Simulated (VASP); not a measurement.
ReBi, 4 atoms in the cell. Symmetry: P6_3/mmc, No. 194, hexagonal system. Conventional cell: a = 4.606 Å, b = 4.606 Å, c = 5.055 Å, α = 90.00°, β = 90.00°, γ = 120.00°. Re (site symmetry -3m) has 2 Re at 2.53 Å and 6 Bi at 2.94 Å within 3.3 Å. Bi (site symmetry -6m2) has 6 Re at 2.94 Å and 6 Bi at 3.67 Å within 3.9 Å. 

```yaml
Program: VASP 6.6.1
Task: single point
Functional: PBE
Potentials_or_basis: VASP PAW PBE potentials, release 64 (Re, Bi_d)
Cutoff: 520 eV
k_mesh: 10 × 10 × 6
Occupations: gaussian, width 0.05 eV
Spin: no spin polarisation
Dipole_correction: no
Further_INCAR_settings: ALGO = Fast; EDIFF = 1e-07; NBANDS = 30
```

Potentials or basis: VASP PAW PBE potentials, release 64 (Re, Bi_d).

Run with:

```console
$ cat potpaw_PBE.64/Re/POTCAR potpaw_PBE.64/Bi_d/POTCAR > POTCAR
$ mpirun -np 1 vasp_std > vasp.out
```

Hardware: 1 thread of Intel(R) Xeon(R) 6975P-C (Granite Rapids) (shared host).

Task: Estimate the wall time of this run.

Result: Run time: 2.1 min on 1 thread of Intel(R) Xeon(R) 6975P-C (Granite Rapids), with other jobs on the host, peak memory 0.3 GiB. Counts: scf iterations 23, k points 56.
